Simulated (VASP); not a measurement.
Write the native input for VASP 6.6.1 that does the following.

```yaml
Task: single point
Functional: PBEsol
Potentials_or_basis: VASP PAW PBE potentials, release 64 (W_sv, S)
Cutoff: 520 eV
k_mesh: 12 × 12 × 2
Occupations: gaussian, width 0.02 eV
Spin: no spin polarisation
Dipole_correction: no
Further_INCAR_settings: ALGO = Normal; EDIFF = 1e-07; NBANDS = 35
```

The structure of WS2 lies in POSCAR:

```
WS2
1.0
    3.1460836903      0.0000000000      0.0000000000
   -1.5730418452      2.7245883983      0.0000000000
    0.0000000000      0.0000000000     12.9586982373
W S
2 4
Direct
    0.3333333333      0.6666666667      0.2500000000
    0.6666666667      0.3333333333      0.7500000000
    0.3333333333      0.6666666667      0.6290137468
    0.6666666667      0.3333333333      0.1290137468
    0.3333333333      0.6666666667      0.8709862532
    0.6666666667      0.3333333333      0.3709862532
```

This cell differs from its parent crystal: strain along c alone, the other axes held: +2.0 %, then relaxed in part.

These files were run (other wordings do the same):

INCAR

```
PREC = Accurate
ENCUT = 520
EDIFF = 1E-7
ISMEAR = 0
SIGMA = 0.02
LREAL = F
LASPH = T
NELM = 100
ALGO = Normal
ISIF = 2
LWAVE = F
LCHARG = T
GGA = PS
LELF = T
LVHAR = T
NBANDS = 35
```

KPOINTS

```
Automatic mesh
0
Gamma
  12 12 2
```

Potentials or basis: VASP PAW PBE potentials, release 64 (W_sv, S).

Launch:

```bash
$ cat potpaw_PBE.64/W_sv/POTCAR potpaw_PBE.64/S/POTCAR > POTCAR
$ mpirun -np 1 vasp_std > vasp.out
```

It gave:

```
Pressure               : 0.0 GPa
Largest force          : 0.025 eV/Å
Band gap on the k mesh : 1.22 eV, indirect (least direct gap 1.88 eV)
```

Caveat: the cell differs from its parent crystal (strain along c alone, the other axes held: +2.0 %, then relaxed in part); the PAW data sets were made with another functional, which shifts forces and pressure a little; spin-orbit coupling is left out, which moves the levels of the heavy elements; this functional lacks dispersion, which binds the layers, so the pressure and a relaxed spacing across them are unreliable.

Run time: 94 s on 1 thread of Intel(R) Xeon(R) 6975P-C (Granite Rapids), on a shared host, peak memory 0.28 GiB.
